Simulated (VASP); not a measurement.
Cr, 2 atoms in the cell. It takes space group P6_3/mmc (No. 194, hexagonal). The conventional cell has a = 2.714 Å, b = 2.714 Å, c = 4.410 Å, α = 90.00°, β = 90.00°, γ = 120.00°. Within 3.6 Å of Cr (site symmetry -6m2) lie 12 Cr at 2.71 Å. This isn't the form of Cr at room conditions, which is bcc.

| Item | Value |
| --- | --- |
| Program | VASP 6.6.1 |
| Task | single point |
| Functional | PBE |
| Potentials or basis | VASP PAW PBE potentials, release 64 (Cr_pv) |
| Cutoff | 520 eV |
| k mesh | 18 × 18 × 10 |
| Occupations | gaussian, width 0.05 eV |
| Spin | collinear spin, ferromagnetic start |
| Starting moments | [3.0, 3.0] μB |
| Dipole correction | no |
| Further INCAR settings | ALGO = Normal; EDIFF = 1e-07; NBANDS = 23 |

Potentials or basis: VASP PAW PBE potentials, release 64 (Cr_pv).

Command:

```console
$ cat potpaw_PBE.64/Cr_pv/POTCAR > POTCAR
$ mpirun -np 1 vasp_std > vasp.out
```

Hardware: 1 thread of Oxide Virtual Turin-like Processor, on a shared host.

Q: How long does it take, and how much memory?

A: Run time: 2.4 min on 1 thread of Oxide Virtual Turin-like Processor (shared host), peak memory 0.27 GiB. Counts: scf iterations 18, k points 222.
